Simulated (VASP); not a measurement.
A run of VASP 6.6.1:

POSCAR

```
Si23H4O48
1.0
    9.8316000000      0.0000000000      0.0000000000
   -4.9158000000      8.5144150000      0.0000000000
    0.0000000000      0.0000000000     10.8182000000
Si O H
23 48 4
Direct
    0.2668430000      0.0009767400      0.1634700000
    0.0028516000      0.2703680000      0.3357050000
    0.2306050000      0.2354080000      0.0001007300
    0.2653480000      0.9977494000      0.6636500000
    0.9932126000      0.2663560000      0.8350300000
    0.2323110000      0.2285110000      0.5017520000
    0.2682820000      0.5027390000      0.1672110000
    0.9997803800      0.7676140000      0.3331480000
    0.2338640000      0.7330290000      0.9966533000
    0.9989205000      0.7666930000      0.8327140000
    0.2344290000      0.7356140000      0.4976220000
    0.7692410000      0.0042952000      0.1672390000
    0.4984520000      0.2670890000      0.3326380000
    0.7266420000      0.2320240000      0.0002954000
    0.7657180000      0.0012322000      0.6669000000
    0.4945750000      0.2657660000      0.8320270000
    0.7327730000      0.2338080000      0.4992370000
    0.7651740000      0.5008340000      0.1672980000
    0.5011880000      0.7703670000      0.3320530000
    0.7350830000      0.7369020000      0.0012113000
    0.7631940000      0.4995590000      0.6663380000
    0.5046480000      0.7692100000      0.8316280000
    0.7327490000      0.7354920000      0.4996880000
    0.0687650000      0.2066210000      0.4462400000
    0.2961240000      0.3658270000      0.1099080000
    0.1402060000      0.4347450000      0.2786630000
    0.2024600000      0.0698960000      0.0553950000
    0.3623780000      0.2944360000      0.3913610000
    0.4306990000      0.1384180000      0.2213530000
    0.0654320000      0.2098730000      0.9457150000
    0.3038820000      0.3517710000      0.6166480000
    0.1356700000      0.4290170000      0.7780800000
    0.1997120000      0.0574320000      0.5499300000
    0.3584550000      0.2958220000      0.8879650000
    0.4284840000      0.1364520000      0.7217280000
    0.0679010000      0.7063220000      0.4438320000
    0.2991160000      0.8684090000      0.1031500000
    0.1368330000      0.9300380000      0.2735220000
    0.2040780000      0.5698520000      0.0580140000
    0.3639780000      0.7993980000      0.3865800000
    0.4342950000      0.6406840000      0.2215190000
    0.0677460000      0.7049810000      0.9423610000
    0.2993620000      0.8643310000      0.6090240000
    0.1350350000      0.9300380000      0.7738950000
    0.2058530000      0.5699500000      0.5554350000
    0.3593880000      0.7870590000      0.8833780000
    0.4574520000      0.6484340000      0.7143040000
    0.5683340000      0.2046660000      0.4411890000
    0.7907210000      0.3628830000      0.1097040000
    0.6344730000      0.4331810000      0.2768560000
    0.7032200000      0.0691220000      0.0573170000
    0.8658290000      0.2991990000      0.3913950000
    0.9337440000      0.1415760000      0.2241200000
    0.5617480000      0.2046160000      0.9436860000
    0.7914020000      0.3622690000      0.6109670000
    0.6303510000      0.4323090000      0.7751710000
    0.7053660000      0.0690910000      0.5554790000
    0.8539980000      0.2927100000      0.8882170000
    0.9307640000      0.1366270000      0.7244910000
    0.5684650000      0.7078670000      0.4422990000
    0.7990200000      0.8685060000      0.1101390000
    0.6394420000      0.9356300000      0.2772850000
    0.7054800000      0.5714430000      0.0574340000
    0.8637870000      0.7971160000      0.3899890000
    0.9305870000      0.6356190000      0.2243800000
    0.5697540000      0.7090080000      0.9453830000
    0.7944690000      0.8645580000      0.6107280000
    0.6368080000      0.9393260000      0.7782680000
    0.7041320000      0.5699330000      0.5561050000
    0.8633810000      0.7966100000      0.8896810000
    0.9285160000      0.6335080000      0.7246220000
    0.4523665300      0.5490853000      0.7251953700
    0.2297450000      0.3561110000      0.6755540000
    0.3027980000      0.5849670000      0.5956360000
    0.1163320000      0.4796660000      0.7069560000
```

File INCAR.step1:

```
ALGO     = Normal         # electronic algorithm
EDIFF    = 1E-4           # SCF threshold, eV
ENCUT    = 520            # plane-wave cutoff, eV
GGA      = PE             # functional
ISMEAR   = 0              # smearing method
LASPH    = T              # aspherical terms in the spheres
LCHARG   = F              # write CHGCAR
LREAL    = Auto         
LWAVE    = T              # write WAVECAR
NBANDS   = 235            # bands
NELM     = 60             # most SCF steps
PREC     = Accurate       # precision mode
SIGMA    = 0.02           # smearing width, eV
```

Contents of INCAR.step2:

```
ALGO     = Normal         # electronic algorithm
EDIFF    = 1E-7           # SCF threshold, eV
ENCUT    = 520            # plane-wave cutoff, eV
ISIF     = 2              # what is computed and relaxed
ISMEAR   = 0              # smearing method
ISTART   = 1            
LASPH    = T              # aspherical terms in the spheres
LCHARG   = T              # write CHGCAR
LELF     = T              # ELF
LMIXTAU  = T            
LREAL    = Auto         
LVHAR    = T            
LWAVE    = F              # write WAVECAR
METAGGA  = R2SCAN         # meta-GGA
NBANDS   = 235            # bands
NELM     = 60             # most SCF steps
PREC     = Accurate       # precision mode
SIGMA    = 0.02           # smearing width, eV
```

KPOINTS

```
k-points
0
Gamma
  1 1 1
```

Potentials or basis: VASP PAW PBE potentials, release 64 (Si, O, H).

Command:

```sh
$ cat potpaw_PBE.64/Si/POTCAR potpaw_PBE.64/O/POTCAR potpaw_PBE.64/H/POTCAR > POTCAR
$ cp INCAR.step1 INCAR
$ mpirun -np 1 vasp_gam > vasp.out
$ cp INCAR.step2 INCAR
$ mpirun -np 1 vasp_gam > vasp.out
```

Hardware: 1 thread of Intel(R) Xeon(R) Platinum 8259CL CPU @ 2.50GHz (Skylake/Cascade Lake) (shared host).

Problem. How long does it take, and how much memory?

Solution. Wall time 25 min on 1 thread of Intel(R) Xeon(R) Platinum 8259CL CPU @ 2.50GHz (Skylake/Cascade Lake) (shared host), peak memory 1.1 GiB. Counts: k points 1.
